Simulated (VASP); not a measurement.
# Ti (P6_3/mmc) in VASP: a series of runs

The runs below take Ti through relaxation of cell and atoms, with PBEsol.

Program: VASP 6.6.1. These are calculated values, not measurements. Logs are shortened: lines on timing, memory, paths and dates and some standing lists are left out, and cuts for length are marked.

## (1) The cell of the first run

Symmetry: P6_3/mmc, No. 194, hexagonal system. Conventional cell: a = 2.950 Å, b = 2.950 Å, c = 4.680 Å, α = 90.00°, β = 90.00°, γ = 120.00°. Within 3.8 Å of Ti (site symmetry -6m2) lie 12 Ti at 2.89 to 2.95 Å.

## (2) Relaxation of cell and atoms, PBEsol, target pressure 10 GPa, at which the enthalpy is minimised

Input file INCAR:

```
SYSTEM = Ti
PREC = Accurate ; ENCUT = 600
EDIFF = 1E-7 ; ISMEAR = -1
SIGMA = 0.05 ; LREAL = .FALSE.
LASPH = .TRUE. ; NELM = 80
ALGO = Normal ; ISIF = 3
LWAVE = .FALSE. ; LCHARG = .FALSE.
GGA = PS ; IBRION = 2
NSW = 60 ; EDIFFG = -0.01
PSTRESS = 100.0
```

Input file KPOINTS:

```
Automatic mesh
0
G
  10 10 6
  0 0 0
```

Input file POSCAR:

```
Ti
1.0
    2.9500000000      0.0000000000      0.0000000000
   -1.4750000000      2.5547749412      0.0000000000
    0.0000000000      0.0000000000      4.6800000000
Ti
2
Direct
    0.6666666667      0.3333333333      0.7500000000
    0.3333333333      0.6666666667      0.2500000000
```

Potentials or basis: VASP PAW PBE potentials, release 64 (Ti_sv).

Command:

```bash
cat potpaw_PBE.64/Ti_sv/POTCAR > POTCAR
mpirun -np 1 vasp_std > vasp.out
```

OUTCAR:

```text
SYSTEM = Ti
   PREC = Accurate
   ENCUT = 600
   EDIFF = 1E-7
   ISMEAR = -1
   LREAL = .FALSE.
   LASPH = .TRUE.
   NELM = 80
   ISIF = 3
   GGA = PS
   IBRION = 2
   NSW = 60
   EDIFFG = -0.01
   PSTRESS = 100.0

 ion  position               nearest neighbor table
   1  0.667  0.333  0.750-   2 2.89   2 2.89   2 2.89   2 2.89   2 2.89   2 2.89
   2  0.333  0.667  0.250-   1 2.89   1 2.89   1 2.89   1 2.89   1 2.89   1 2.89

  LATTYP: Found a hexagonal cell.
 ALAT       =     2.9500000000
 C/A-ratio  =     1.5864406780

  Lattice vectors:

 A1 = (   2.9500000000,   0.0000000000,   0.0000000000)
 A2 = (  -1.4750000000,   2.5547749412,   0.0000000000)
 A3 = (   0.0000000000,   0.0000000000,   4.6800000000)

Analysis of symmetry for initial positions (statically):
=====================================================================
 Subroutine PRICEL returns:
 Original cell was already a primitive cell.

 Routine SETGRP: Setting up the symmetry group for a
 hexagonal supercell.

 Subroutine GETGRP returns: Found 24 space group operations
 (whereof 12 operations were pure point group operations)
 out of a pool of 24 trial point group operations.

The static configuration has the point symmetry D_3d.
 The point group associated with its full space group is D_6h.

Analysis of symmetry for dynamics (positions and initial velocities):
=====================================================================
 Subroutine PRICEL returns:
 Original cell was already a primitive cell.

 Routine SETGRP: Setting up the symmetry group for a
 hexagonal supercell.

 Subroutine GETGRP returns: Found 24 space group operations
 (whereof 12 operations were pure point group operations)
 out of a pool of 24 trial point group operations.

The dynamic configuration has the point symmetry D_3d.
 The point group associated with its full space group is D_6h.

 Subroutine INISYM returns: Found 24 space group operations
 (whereof 12 operations are pure point group operations),
 and found     1 'primitive' translations

----------------------------------------------------------------------------------------

                                     Primitive cell

  volume of cell :      35.2712

  direct lattice vectors                    reciprocal lattice vectors
     2.950000000  0.000000000  0.000000000     0.338983051  0.195711956  0.000000000
    -1.475000000  2.554774941  0.000000000     0.000000000  0.391423911  0.000000000
     0.000000000  0.000000000  4.680000000     0.000000000  0.000000000  0.213675214

  length of vectors
     2.950000000  2.950000000  4.680000000     0.391423911  0.391423911  0.213675214

  position of ions in fractional coordinates (direct lattice)
     0.666666667  0.333333333  0.750000000
     0.333333333  0.666666667  0.250000000

  ion indices of the primitive-cell ions
   primitive index   ion index
                 1           1
                 2           2

----------------------------------------------------------------------------------------

 KPOINTS: Automatic mesh

Automatic generation of k-mesh.
 Grid dimensions read from file:
 generate k-points for:   10   10    6

 Generating k-lattice:

  Cartesian coordinates                     Fractional coordinates (reciprocal lattice)
     0.033898305  0.019571196  0.000000000     0.100000000 -0.000000000  0.000000000
     0.000000000  0.039142391  0.000000000     0.000000000  0.100000000  0.000000000
     0.000000000  0.000000000  0.035612536     0.000000000  0.000000000  0.166666667

  Length of vectors
     0.039142391  0.039142391  0.035612536

  Shift w.r.t. Gamma in fractional coordinates (k-lattice)
     0.000000000  0.000000000  0.000000000

 Subroutine IBZKPT returns following result:
 ===========================================

 Found     56 irreducible k-points:

 Following reciprocal coordinates:
            Coordinates               Weight
  0.000000  0.000000  0.000000      1.000000
  0.100000  0.000000  0.000000      6.000000
  0.200000  0.000000  0.000000      6.000000
  0.300000  0.000000  0.000000      6.000000
  0.400000  0.000000  0.000000      6.000000
  0.500000  0.000000  0.000000      3.000000
[... 16 lines left out ...]
  0.300000  0.100000  0.166667     24.000000
  0.400000  0.100000  0.166667     24.000000
 [... further k-points ...]
   k-points           NKPTS =     56   k-points in BZ     NKDIM =     56   number of bands    NBANDS=     16
   number of dos      NEDOS =    301   number of ions     NIONS =      2
   total plane-waves  NPLWV =  23040
   dimension x,y,z NGX =    24 NGY =   24 NGZ =   40
   dimension x,y,z NGXF=    48 NGYF=   48 NGZF=   80
   ions per type =               2
   NGX,Y,Z   is equivalent  to a cutoff of  13.53, 13.53, 14.21 a.u.
   NGXF,Y,Z  is equivalent  to a cutoff of  27.05, 27.05, 28.42 a.u.
 SYSTEM =  Ti
   PREC   = accura    normal or accurate (medium, high low for compatibility)
   ISTART =      0    job   : 0-new  1-cont  2-samecut
   ICHARG =      2    charge: 1-file 2-atom 10-const
   ISPIN  =      1    spin polarized calculation?
   LNONCOLLINEAR =      F non collinear calculations
   LSORBIT =      F    spin-orbit coupling
   LASPH  =      T    aspherical Exc in radial PAW
   ENCUT  =  600.0 eV  44.10 Ry    6.64 a.u.   5.89  5.89  9.35*2*pi/ulx,y,z
   NELM   =     80;   NELMIN=  2; NELMDL= -5     # of ELM steps
   EDIFF  = 0.1E-06   stopping-criterion for ELM
   LREAL  =      F    real-space projection
   EDIFFG = -.1E-01   stopping-criterion for IOM
   NSW    =     60    number of steps for IOM
   IBRION =      2    ionic relax: 0-MD 1-quasi-New 2-CG
   NFREE  =      1    steps in history (QN), initial steepest desc. (CG)
   ISIF   =      3    stress and relaxation
   ISYM   =      2    0-nonsym 1-usesym 2-fastsym
   POTIM  = 0.5000    time-step for ionic-motion
   TEBEG  =    0.0;   TEEND  =   0.0 temperature during run
   PSTRESS=  100.0 pullay stress
   NELECT =      24.0000    total number of electrons
   NUPDOWN=      -1.0000    fix difference up-down
   EMIN   =  10.00;   EMAX   =-10.00  energy-range for DOS
   EFERMI =   0.00;   METHOD = LEGACY
   ISMEAR =    -1;   SIGMA  =   0.05  broadening in eV -4-tet -1-fermi 0-gaus
   EFERMI_NEDOS =   21; number of points for ismear=-14 and -15
   IALGO  =     38    algorithm
   IMIX   =      4    mixing-type and parameters
     AMIX     =   0.40;   BMIX     =  1.00
     AMIX_MAG =   1.60;   BMIX_MAG =  1.00
  volume/ion in A,a.u.               =      17.64       119.01
  Fermi-wavevector in a.u.,A,eV,Ry     =   1.439920  2.721055 28.209912  2.073370
  Thomas-Fermi vector in A             =   2.558722
   LORBIT       =      0    0 simple, 1 ext, 2 COOP (PROOUT), +10 PAW based schemes
   GGA     = PS    functional components
   LHFCALC =     F    Hartree Fock is set to
   AEXX    =    0.0000 exact exchange contribution
   IVDW    =     0    specifies the selected vdW correction
   LEPSILON=     F    determine dielectric tensor
   LRPA    =     F    only Hartree local field effects (RPA)
 conjugate gradient relaxation of ions
 non-spin polarized calculation
  energy-cutoff  :      600.00
  volume of cell :       35.27
 maximum number of plane-waves:      1194
 NGX is ok and might be reduce to    24
   NGX = 11   NGY = 11   NGZ = 19

--------------------------------------- Ionic step        1  -------------------------------------------

 number of electron      23.9999997 magnetization

 Free energy of the ion-electron system (eV)
  ---------------------------------------------------
  ext. energy  EPLUGINS =         0.00000000
  ---------------------------------------------------
  free energy    TOTEN  =       -16.64890005 eV

  energy without entropy =      -16.62891097  energy(sigma->0) =      -16.63890551

------------------------ aborting loop because EDIFF is reached ----------------------------------------

  FORCE on cell =-STRESS in cart. coord.  units (eV):
  Direction    XX          YY          ZZ          XY          YZ          ZX
  --------------------------------------------------------------------------------------
  -------------------------------------------------------------------------------------
  Total       -1.2631434     -1.2631434     -1.3761540      0.0000000      0.0000000     -0.0000000
  in kB      -57.3776448    -57.3776448    -62.5110938      0.0000000      0.0000000     -0.0000000
  external PRESSURE =    -159.0887944 kB  Pullay stress =     100.0000000 kB
[... 25 lines left out ...]
--------------------------------------- Ionic step        2  -------------------------------------------

 number of electron      24.0000003 magnetization

 E-fermi :  11.1109     XC(G=0): -12.8828

 val. band max:       11.0869141448   @ k =   0.2000   0.2000   0.5000
 cond. band min:      11.2084356712   @ k =   0.0000   0.0000   0.5000
 fundamental gap:      0.1215215264
 Fermi energy:        11.1108655849

 k-point     1 :       0.0000    0.0000    0.0000
  band No.  band energies     occupation
      1     -45.1940      2.00000
      2     -44.8243      2.00000
      3     -22.2593      2.00000
      4     -20.8991      2.00000
      5     -20.8991      2.00000
      6     -20.7024      2.00000
[... 433 lines left out ...]
      3     -21.9886      2.00000
      4     -21.7377      2.00000
      5     -21.4585      2.00000
      6     -21.2228      2.00000
[... 8 lines left out ...]
     15      12.6795      0.00000
     16      15.2106      0.00000

 [... further k-points ...]

------------------------ aborting loop because EDIFF is reached ----------------------------------------

  FORCE on cell =-STRESS in cart. coord.  units (eV):
  Direction    XX          YY          ZZ          XY          YZ          ZX
  --------------------------------------------------------------------------------------
  -------------------------------------------------------------------------------------
  Total        5.8244079      5.8244079      6.1112221      0.0000000      0.0000000      0.0000000
  in kB      344.7773637    344.7773637    361.7554048      0.0000000      0.0000000      0.0000000
  external PRESSURE =     250.4367107 kB  Pullay stress =     100.0000000 kB
[... 215 lines left out ...]
--------------------------------------- Ionic step        8  -------------------------------------------

 number of electron      24.0000001 magnetization

 Free energy of the ion-electron system (eV)
  ---------------------------------------------------
  ext. energy  EPLUGINS =         0.00000000
  ---------------------------------------------------
  free energy    TOTEN  =       -16.61495483 eV

  energy without entropy =      -16.59770284  energy(sigma->0) =      -16.60632883

 E-fermi :   9.4740     XC(G=0): -12.1962

 val. band max:        9.3720822831   @ k =   0.1000   0.1000   0.1667
 cond. band min:       9.4835228327   @ k =   0.3000   0.2000   0.3333
 fundamental gap:      0.1114405496
 Fermi energy:         9.4740128345

 k-point     1 :       0.0000    0.0000    0.0000
  band No.  band energies     occupation
      1     -46.9683      2.00000
      2     -46.7460      2.00000
      3     -23.8158      2.00000
      4     -22.8896      2.00000
      5     -22.8896      2.00000
      6     -22.7769      2.00000
[... 433 lines left out ...]
      3     -23.6104      2.00000
      4     -23.4430      2.00000
      5     -23.2756      2.00000
      6     -23.1046      2.00000
[... 8 lines left out ...]
     15      10.8170      0.00000
     16      12.9983      0.00000

 [... further k-points ...]

------------------------ aborting loop because EDIFF is reached ----------------------------------------

  FORCE on cell =-STRESS in cart. coord.  units (eV):
  Direction    XX          YY          ZZ          XY          YZ          ZX
  --------------------------------------------------------------------------------------
  -------------------------------------------------------------------------------------
  Total        1.9329082      1.9329082      1.9146640      0.0000000      0.0000000      0.0000000
  in kB      100.0229617    100.0229617     99.0788703      0.0000000      0.0000000      0.0000000
  external PRESSURE =      -0.2917354 kB  Pullay stress =     100.0000000 kB
[... 21 lines left out ...]
  energy  without entropy=      -16.5977028393  energy(sigma->0) =      -16.60632883

  enthalpy is  TOTEN    =       -14.6824903065 eV   P V=        1.9324645188

 reached required accuracy - stopping structural energy minimisation
```

It took 5.2 min on 1 thread of Intel Xeon 8259CL, shared host; peak memory 0.19 GiB.

What came out:

```
Free energy                                                : -16.6150 eV
Relaxed volume                                             : 15.48 Å³/atom
Relaxed cell                                               : a = 2.828 Å, b = 2.828 Å, c = 4.471 Å, α = 90.00°, β = 90.00°, γ = 120.00°
Space group after relaxing (to 0.1 Å)                      : P6_3/mmc (No. 194)
Energy change on relaxing (the run minimises the enthalpy) : +17.0 meV/atom
Ionic steps                                                : 8
Pressure after relaxing                                    : 10.0 GPa
Band gap on the k mesh                                     : zero (bands 12 and 13 overlap by 0.99 eV)
```

Stress tensor (GPa, compression positive):
```
10.00  0.00  0.00
 0.00 10.00  0.00
 0.00  0.00  9.91
```

Step by step:
| step | energy change (eV) | largest force (eV/Å) | pressure (GPa) | volume (Å³) |
| --- | --- | --- | --- | --- |
| 1 | 0.0000 | 0.0000 | -5.91 | 35.27 |
| 2 | 0.5540 | 0.0000 | 35.04 | 27.07 |
| 3 | 0.0282 | 0.0000 | 9.50 | 31.06 |
| 4 | 0.0339 | 0.0000 | 9.95 | 30.96 |
| 5 | 0.0391 | 0.0000 | 10.36 | 30.88 |
| 6 | 0.0304 | 0.0000 | 9.68 | 31.02 |
| 7 | 0.0336 | 0.0000 | 9.94 | 30.97 |
| 8 | 0.0339 | 0.0000 | 9.97 | 30.96 |

Final structure:
```
Ti
1.0
     2.82790    0.00000    0.00000
    -1.41395    2.44903    0.00000
     0.00000    0.00000    4.47057
Ti
2
Direct
  0.66667 0.33333 0.75000
  0.33333 0.66667 0.25000
```

Caveat: the cell is relaxed towards a set pressure, so the run minimises the enthalpy, not the energy; the PAW data sets were made with another functional, which shifts forces and pressure a little.

## (3) Relaxation of cell and atoms, PBEsol, target pressure 20 GPa, at which the enthalpy is minimised

Input file INCAR:

```
ALGO = Fast
EDIFF = 1E-7
EDIFFG = -0.01
ENCUT = 600
GGA = PS
IBRION = 2
ISIF = 3
ISMEAR = -1
LASPH = T
LCHARG = F
LREAL = F
LWAVE = F
NELM = 100
NSW = 60
PREC = Accurate
PSTRESS = 200.0
SIGMA = 0.05
```

Input file KPOINTS:

```
k-points
0
Gamma
  10 10 6
```

POSCAR is that of step 2.

Potentials or basis: VASP PAW PBE potentials, release 64 (Ti_sv).

Command:

```bash
cat potpaw_PBE.64/Ti_sv/POTCAR > POTCAR
mpirun -np 1 vasp_std > vasp.out
```

Run time: 24 min. Hardware: 1 thread of Intel Xeon 8259CL, shared host; peak memory 0.2 GiB.

The run converged. Its results:

```yaml
Free_energy: -16.4458 eV
Relaxed_volume: 14.57 Å³/atom
Relaxed_cell: a = 2.768 Å, b = 2.768 Å, c = 4.392 Å, α = 90.00°, β = 90.00°, γ = 120.00°
Space_group_after_relaxing_to_0.1_Å: P6_3/mmc (No. 194)
Energy_change_on_relaxing_the_run_minimises_the_enthalpy: +101.5 meV/atom
Ionic_steps: 15
Pressure_after_relaxing: 20.1 GPa
Band_gap_on_the_k_mesh: zero (bands 12 and 13 overlap by 1.04 eV)
```

Stress tensor (GPa, compression positive):
```
20.10  0.00  0.00
 0.00 20.10  0.00
 0.00  0.00 20.02
```

The path:
```tsv
step	energy change (eV)	largest force (eV/Å)	pressure (GPa)	volume (Å³)
1	0.0000	0.0000	-6.17	35.27
2	2.2216	0.0000	87.60	22.52
3	0.3288	0.0000	16.00	29.56
4	0.2193	0.0000	20.85	29.01
5	0.2041	0.0000	20.24	29.12
6	0.1899	0.0000	19.42	29.24
7	0.1903	0.0000	19.41	29.24
8	0.1917	0.0000	19.46	29.22
9	0.1921	0.0000	19.49	29.22
10	0.1933	0.0000	19.54	29.21
11	0.1957	0.0000	19.64	29.19
12	0.2006	0.0000	19.78	29.15
13	0.2105	0.0000	20.33	29.07
14	0.2046	0.0000	20.14	29.12
15	0.2031	0.0000	20.07	29.13
```

Final structure:
```yaml
crystal:
  lattice:
    - [2.76758, 0.00000, 0.00000]
    - [-1.38379, 2.39680, 0.00000]
    - [0.00000, 0.00000, 4.39175]
  atoms:
    - { symbol: Ti, position: [0.66667, 0.33333, 0.75000] }
    - { symbol: Ti, position: [0.33333, 0.66667, 0.25000] }
```

Levels at points of the mesh, in eV from the Fermi level:
```
           k point  band 9  band 10  band 11  band 12  band 13  band 14  band 15  band 16
(0.00, 0.00, 0.00)   -6.57    -3.17     0.85     0.85     1.00     1.38     1.50     1.50
(0.50, 0.00, 0.00)   -2.75    -2.58    -2.36    -0.34     0.49     0.79     1.45     4.17
(0.00, 0.00, 0.50)   -4.47    -4.47     0.08     0.08     0.74     0.74     0.74     0.74
(0.50, 0.00, 0.50)   -3.07    -3.07    -1.07    -1.07     1.92     1.92     2.08     2.08
```

Caveat: the cell is relaxed towards a set pressure, so the run minimises the enthalpy, not the energy; the volume moved by over 15 % at a fixed basis, so the end points are rough; the PAW data sets were made with another functional, which shifts forces and pressure a little.
